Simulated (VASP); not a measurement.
InP: single point with PBE

The system is InP.

```
CELL_PARAMETERS angstrom
3.85329 0.00000 0.00000
-1.92664 3.33704 0.00000
0.00000 0.00000 6.55344
ATOMIC_POSITIONS crystal
In 0.00000 0.00000 0.00000
In 0.00000 0.00000 0.50000
P 0.33333 0.66667 0.25000
P 0.66667 0.33333 0.75000
```

* Program: VASP 6.6.1
* Task: single point
* Functional: PBE
* Potentials or basis: VASP PAW PBE potentials, release 64 (In_d, P)
* Cutoff: 520 eV
* k mesh: 6 × 6 × 4
* Occupations: fermi-dirac, width 0.02 eV
* Spin: no spin polarisation
* Dipole correction: no
* Further INCAR settings: ALGO = Normal; EDIFF = 1e-06; NBANDS = 26

The pressure is 1.8 GPa and the band gap on the k mesh is zero (band 18 reaches 7.55 eV, above the bottom of band 19 at 4.81 eV).

Stress tensor (GPa, compression positive):
```
1.72 0.00 0.00
0.00 1.72 0.00
0.00 0.00 2.01
```

Levels at points of the mesh, in eV from the Fermi level:
| k point | band 15 | band 16 | band 17 | band 18 | band 19 | band 20 | band 21 | band 22 |
| --- | --- | --- | --- | --- | --- | --- | --- | --- |
| (0.00, 0.00, 0.00) | -0.51 | -0.51 | 0.06 | 0.12 | 0.12 | 2.33 | 4.71 | 4.71 |
| (0.50, 0.00, 0.00) | -3.87 | -3.67 | -2.39 | -0.02 | 1.22 | 1.93 | 2.38 | 3.29 |
| (0.00, 0.00, 0.50) | -0.15 | -0.15 | -0.15 | -0.15 | 2.32 | 2.32 | 4.75 | 4.75 |
| (0.50, 0.00, 0.50) | -1.82 | -1.82 | -1.51 | -1.51 | 0.07 | 0.07 | 3.55 | 3.55 |

Wall time 19 s on 1 thread of Intel(R) Xeon(R) 6975P-C (Granite Rapids), on a shared host, peak memory 0.21 GiB.

Caveat: spin-orbit coupling is left out, which moves the levels of the heavy elements.
